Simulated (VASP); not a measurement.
# SiNi2 (Pnma) in VASP: a series of runs, part 2 of 2

VASP 6.6.1.

## 3. Single point, PBE

The input, INCAR:

```
ALGO = Fast
EDIFF = 1E-7
ENCUT = 520
GGA = PE
ISIF = 2
ISMEAR = -5
LASPH = True
LCHARG = True
LELF = True
LREAL = False
LVHAR = True
LWAVE = False
NBANDS = 60
NELM = 100
PREC = Accurate
SIGMA = 0.1
```

The input, KPOINTS:

```
k-points
0
Gamma
  9 5 7
```

The input, POSCAR:

```
SiNi2
1.0
    3.8679403878      0.0000000000      0.0000000000
    0.0000000000      6.6994692723      0.0000000000
    0.0000000000      0.0000000000      5.0867327135
Si Ni
4 8
Direct
    0.2500000000      0.6039005172      0.2796684461
    0.7500000000      0.3960994828      0.7203315539
    0.2500000000      0.8960994828      0.7796684461
    0.7500000000      0.1039005172      0.2203315539
    0.2500000000      0.2922657113      0.4738732832
    0.7500000000      0.7077342887      0.5261267168
    0.2500000000      0.2077342887      0.9738732832
    0.7500000000      0.7922657113      0.0261267168
    0.2500000000      0.9349229095      0.3258103611
    0.7500000000      0.0650770905      0.6741896389
    0.2500000000      0.5650770905      0.8258103611
    0.7500000000      0.4349229095      0.1741896389
```

Potentials or basis: VASP PAW PBE potentials, release 64 (Si, Ni).

Run with:

```console
$ cat potpaw_PBE.64/Si/POTCAR potpaw_PBE.64/Ni/POTCAR > POTCAR
$ mpirun -np 1 vasp_std > vasp.out
```

OUTCAR:

```text
EDIFF = 1E-7
   ENCUT = 520
   GGA = PE
   ISIF = 2
   ISMEAR = -5
   LASPH = True
   LREAL = False
   NELM = 100
   PREC = Accurate

 ion  position               nearest neighbor table
   1  0.250  0.604  0.280-   9 2.23  12 2.30  12 2.30   5 2.31  11 2.32   6 2.41   6 2.41   8 2.65
                             8 2.65  11 2.79   7 3.08
   2  0.750  0.396  0.720-  10 2.23  11 2.30  11 2.30   6 2.31  12 2.32   5 2.41   5 2.41   7 2.65
                             7 2.65  12 2.79   8 3.08
   3  0.250  0.896  0.780-  11 2.23  10 2.30  10 2.30   7 2.31   9 2.32   8 2.41   8 2.41   6 2.65
                             6 2.65   9 2.79   5 3.08
   4  0.750  0.104  0.220-  12 2.23   9 2.30   9 2.30   8 2.31  10 2.32   7 2.41   7 2.41   5 2.65
                             5 2.65  10 2.79   6 3.08
   5  0.250  0.292  0.474-   1 2.31   2 2.41   2 2.41   9 2.51  11 2.56   7 2.61   7 2.61  12 2.64
                            12 2.64   4 2.65   4 2.65  10 2.66  10 2.66   3 3.08
   6  0.750  0.708  0.526-   2 2.31   1 2.41   1 2.41  10 2.51  12 2.56   8 2.61   8 2.61  11 2.64
[... 1743 lines left out ...]

 [... further k-points ...]

------------------------ aborting loop because EDIFF is reached ----------------------------------------

  FORCE on cell =-STRESS in cart. coord.  units (eV):
  Direction    XX          YY          ZZ          XY          YZ          ZX
  --------------------------------------------------------------------------------------
  -------------------------------------------------------------------------------------
  Total       -3.7692073      9.6550287      0.0047538      0.0000000      0.0000000     -0.0000000
  in kB      -45.8143490    117.3559365      0.0577822      0.0000000      0.0000000     -0.0000000
  external PRESSURE =      23.8664566 kB  Pullay stress =       0.0000000 kB

 VOLUME and BASIS-vectors are now :
 -----------------------------------------------------------------------------
  energy-cutoff  :      520.00
  volume of cell :      131.81
      direct lattice vectors                 reciprocal lattice vectors
     3.867940388  0.000000000  0.000000000     0.258535525  0.000000000  0.000000000
     0.000000000  6.699469272  0.000000000     0.000000000  0.149265555  0.000000000
     0.000000000  0.000000000  5.086732714     0.000000000  0.000000000  0.196589846

 POSITION                                       TOTAL-FORCE (eV/Angst)
 -----------------------------------------------------------------------------------
      0.96699      4.04581      1.42260        -0.000000      0.000412     -0.007141
      2.90096      2.65366      3.66413        -0.000000     -0.000412      0.007141
      0.96699      6.00339      3.96596        -0.000000     -0.000412     -0.007141
      2.90096      0.69608      1.12077        -0.000000      0.000412      0.007141
      0.96699      1.95803      2.41047         0.000000     -0.012210     -0.002001
      2.90096      4.74144      2.67627        -0.000000      0.012210      0.002001
      0.96699      1.39171      4.95383         0.000000      0.012210     -0.002001
      2.90096      5.30776      0.13290        -0.000000     -0.012210      0.002001
      0.96699      6.26349      1.65731         0.000000     -0.001024     -0.001633
      2.90096      0.43598      3.42942        -0.000000      0.001024      0.001633
      0.96699      3.78572      4.20068        -0.000000      0.001024     -0.001633
      2.90096      2.91375      0.88606         0.000000     -0.001024      0.001633
 -----------------------------------------------------------------------------------
    total drift:                                0.000000     -0.000000     -0.000000

  FREE ENERGIE OF THE ION-ELECTRON SYSTEM (eV)
  ---------------------------------------------------
  free  energy   TOTEN  =       -71.7704092721 eV

  energy  without entropy=      -71.7704092721  energy(sigma->0) =      -71.77040927
```

OSZICAR:

```text
N       E                     dE             d eps       ncg     rms          rms(c)
DAV:   1     0.739664670452E+03    0.73966E+03   -0.41069E+04  7200   0.207E+03
DAV:   2    -0.226131010753E+01   -0.74193E+03   -0.71008E+03  7200   0.435E+02
[... 11 lines left out ...]
RMM:  14    -0.717704172568E+02    0.16042E-04   -0.27439E-04  8648   0.111E-01    0.749E-02
RMM:  15    -0.717704195489E+02   -0.22921E-05   -0.10099E-04 10429   0.414E-02    0.420E-02
RMM:  16    -0.717704120044E+02    0.75446E-05   -0.11620E-05  8833   0.181E-02    0.207E-02
RMM:  17    -0.717704099077E+02    0.20967E-05   -0.45278E-06  8726   0.115E-02    0.362E-03
RMM:  18    -0.717704092576E+02    0.65008E-06   -0.16304E-06  8696   0.493E-03    0.244E-03
RMM:  19    -0.717704092721E+02   -0.14490E-07   -0.20172E-07  4958   0.226E-03
   1 F= -.71770409E+02 E0= -.71770409E+02  d E =0.000000E+00
```

stdout:

```text
POSCAR found type information on POSCAR SiNi
 POSCAR found :  2 types and      12 ions
 scaLAPACK will be used
 LDA part: xc-table for (Slater+PW92), standard interpolation
 POSCAR, INCAR and KPOINTS ok, starting setup
 FFT: planning ... GRIDC
 FFT: planning ... GRID_SOFT
 FFT: planning ... GRID
 WAVECAR not read
 entering main loop
 -----------------------------------------------------------------------------
|                                                                             |
|           W    W    AA    RRRRR   N    N  II  N    N   GGGG   !!!           |
|           W    W   A  A   R    R  NN   N  II  NN   N  G    G  !!!           |
|           W    W  A    A  R    R  N N  N  II  N N  N  G       !!!           |
|           W WW W  AAAAAA  RRRRR   N  N N  II  N  N N  G  GGG   !            |
|           WW  WW  A    A  R   R   N   NN  II  N   NN  G    G                |
|           W    W  A    A  R    R  N    N  II  N    N   GGGG   !!!           |
|                                                                             |
|     Tetrahedron method does not include variations of the Fermi             |
|     occupations, so forces and stress will be inaccurate. We suggest        |
|     using a different smearing scheme ISMEAR = 1 or 2 for metals in         |
|     relaxations.                                                            |
|                                                                             |
 -----------------------------------------------------------------------------
```

Wall time 6.7 min (1 thread of AMD EPYC 9R45 (Zen 5), shared host); peak memory 0.44 GiB.

Results:

```
Free energy            : -71.7704 eV
Pressure               : 2.4 GPa
Largest force          : 0.012 eV/Å
Band gap on the k mesh : zero (bands 48 and 49 overlap by 1.79 eV)
```

Forces on the atoms (eV/Å):
```
Si   0.000  0.000 -0.007
Si   0.000  0.000  0.007
Si   0.000  0.000 -0.007
Si   0.000  0.000  0.007
Ni   0.000 -0.012 -0.002
Ni   0.000  0.012  0.002
Ni   0.000  0.012 -0.002
Ni   0.000 -0.012  0.002
Ni   0.000 -0.001 -0.002
Ni   0.000  0.001  0.002
Ni   0.000  0.001 -0.002
Ni   0.000 -0.001  0.002
```

Levels at points of the mesh, in eV from the Fermi level:
```
           k point  band 44  band 45  band 46  band 47  band 48  band 49  band 50  band 51  band 52  band 53
(0.00, 0.00, 0.00)    -1.06    -1.06    -0.96    -0.45    -0.25     0.89     1.14     2.67     2.72     2.77
```

Caveat: the stress differs along the axes, from -5 to 12 GPa; tetrahedron occupations give inexact forces and stress in metals. Spin polarisation is off, so any magnetic state and its effect on volume and gap are missing.
